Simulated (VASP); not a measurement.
**Fe: single point with r2SCANh**

The system is Fe.

```
Fe
1.0
    -1.44300    1.44300    1.44300
     1.44300   -1.44300    1.44300
     1.44300    1.44300   -1.44300
Fe
1
Cartesian
  0.0000 0.0000 0.0000
```

```yaml
Program: VASP 6.6.1
Task: single point
Functional: r2SCANh
Potentials_or_basis: VASP PAW PBE potentials, release 64 (Fe)
Cutoff: 520 eV
k_mesh: 7 × 7 × 7
Occupations: fermi-dirac, width 0.05 eV
Spin: collinear spin, ferromagnetic start
Starting_moments: "[3.0] μB"
Dipole_correction: no
Grid_for_exact_exchange_PRECFOCK: Normal
Further_INCAR_settings: ALGO = Normal; EDIFF = 1e-07; NBANDS = 14
```

- Pressure: 1.4 GPa
- Net moment: 2.86 μB per cell
- Site moments: Fe +2.94 μB
- Valence electrons inside the program's atomic spheres: Fe 7.16

Levels at points of the mesh, in eV from the Fermi level:
Spin up:
```
           k point  band 1  band 2  band 3  band 4  band 5  band 6  band 7  band 8  band 9  band 10
(0.00, 0.00, 0.00)   -9.08   -4.39   -4.39   -4.39   -3.17   -3.17   25.77   25.77   25.77    30.52
```
Spin down:
```
           k point  band 1  band 2  band 3  band 4  band 5  band 6
(0.00, 0.00, 0.00)   -9.86    0.92    0.95    0.98    3.29    3.29
```

Run time: 40 min on 1 thread of Intel(R) Xeon(R) 6975P-C (Granite Rapids) (shared host), peak memory 0.14 GiB.

Caveat: the k points lie up to 0.44 Å⁻¹ apart; the PAW data sets were made with another functional, which shifts forces and pressure a little.
